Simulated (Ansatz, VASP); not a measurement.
**One calculation of Ir, two programs**

Contents of INCAR:

```
SYSTEM = Ir
ALGO = Normal ; EDIFF = 1E-6
ENCUT = 520 ; GGA = RE
ISIF = 2 ; ISMEAR = -1
LASPH = .True. ; LCHARG = .False.
LREAL = .False. ; LWAVE = .False.
NBANDS = 20 ; NELM = 100
PREC = Accurate ; SIGMA = 0.1
```

File KPOINTS:

```
k-points
0
Gamma
  11 11 15
  0 0 0
```

Contents of POSCAR:

```
Ir
1.0
    4.5610041968      0.0000000000      0.0000000000
   -2.2805020984      3.9499455012      0.0000000000
    0.0000000000      0.0000000000      2.8177707327
Ir
3
Direct
    0.0000000000      1.0000000000      0.0000000000
    0.3333333333      0.6666666667      0.5000000000
    0.6666666667      0.3333333333      0.5000000000
```

Input for Ansatz:

```yaml
crystal:
  lattice:
    - [4.5610041968, 0.0, 0.0]
    - [-2.2805020984, 3.9499455012, 0.0]
    - [0.0, 0.0, 2.8177707327]
  atoms:
    - { symbol: Ir, position: [0.0, 1.0, 0.0] }
    - { symbol: Ir, position: [0.3333333333, 0.6666666667, 0.5] }
    - { symbol: Ir, position: [0.6666666667, 0.3333333333, 0.5] }
hamiltonian:
  xc: revpbe
  pseudopotentials:
    kind: paw
    azcp:
      Ir: "pseudopotentials/Ir.paw.azcp"
basis:
  ecutwfc: 420
  fft_grid_basis: typed
kpoints:
  mp_grid: { grid: [11, 11, 15], shift: [0, 0, 0] }
magnetization:
  spin_polarized: false
scf:
  occupations: { method: fermi_dirac, width: 0.1 }
output:
  stress: true
  write_density: true
  write_potential: true
  elf: true
  volumetric_format: npy
```

Alike in both runs: task single point; functional revPBE; k mesh 11 × 11 × 15; occupations fermi-dirac, width 0.1 eV; no spin polarisation.

```csv
,VASP,Ansatz
version,VASP 6.6.1,Ansatz 0.2.0
potentials or method,"VASP PAW PBE potentials, release 64 (Ir), cutoff 520 eV","plane waves (420 eV) with PAW, scalar-relativistic"
valence electrons in the cell,27,51
```

VASP gave:

| Property | Result |
| --- | --- |
| pressure (GPa) | -26.0 |
| traceless stress, the component that is largest in VASP (GPa) | 1.59 |

Which values does Ansatz return?

Pressure (GPa): -26.1; traceless stress, the component that is largest in VASP (GPa): 1.69.

VASP's potentials were made for PBE, not for revPBE. VASP's potentials hold 27 valence electrons a cell and Ansatz's 51, so a difference there can come from the potentials and not from the codes.

Neither program's run includes spin-orbit coupling.
